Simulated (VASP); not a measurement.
Here is a VASP 6.6.1 calculation.

INCAR

```
SYSTEM = Ti3SiN3
ALGO     = Normal         ! electronic algorithm
DIPOL    = 0.5 0.5 0.364
EDIFF    = 1E-6           ! SCF threshold, eV
ENCUT    = 520            ! plane-wave cutoff, eV
GGA      = PE             ! functional
IDIPOL   = 3            
ISIF     = 2              ! what is computed and relaxed
ISMEAR   = 0              ! smearing method
LASPH    = .TRUE.         ! aspherical terms in the spheres
LCHARG   = .FALSE.        ! write CHGCAR
LDIPOL   = .TRUE.       
LREAL    = .FALSE.        ! projectors in reciprocal space
LWAVE    = .FALSE.        ! write WAVECAR
NBANDS   = 36             ! bands
NELM     = 100            ! most SCF steps
PREC     = Accurate       ! precision mode
SIGMA    = 0.1            ! smearing width, eV
```

File KPOINTS:

```
k-points
0
G
  9 9 1
  0 0 0
```

POSCAR

```
Ti3SiN3
1.0
    3.0028555065      0.0000000000      0.0000000000
   -1.5014277533      2.6005491525      0.0000000000
    0.0000000000      0.0000000000     21.5541471922
N Ti Si
3 3 1
Direct
    0.3333333333      0.6666666667      0.1855791354
    0.0000000000      0.0000000000      0.2993308525
    0.6666666667      0.3333333333      0.4147299352
    0.6666666667      0.3333333333      0.2424549940
    0.3333333333      0.6666666667      0.3575097830
    0.0000000000      0.0000000000      0.4664599858
    0.0000000000      0.0000000000      0.5840032703
```

Potentials or basis: VASP PAW PBE potentials, release 64 (N, Ti_sv, Si).

Command:

```bash
$ cat potpaw_PBE.64/N/POTCAR potpaw_PBE.64/Ti_sv/POTCAR potpaw_PBE.64/Si/POTCAR > POTCAR
$ mpirun -np 1 vasp_std > vasp.out
```

Question: Predict the largest force.

Answer: 5.490 eV/Å.

Question: Predict the band gap on the k mesh.

Answer: Zero (an odd number of electrons rules out a gap without spin polarisation).

Forces on the atoms (eV/Å):
```
N    0.000  0.000  4.243
N    0.000  0.000  1.294
N    0.000  0.000 -0.095
Ti   0.000  0.000 -5.490
Ti   0.000  0.000 -0.281
Ti   0.000  0.000  0.330
Si   0.000  0.000 -0.002
```
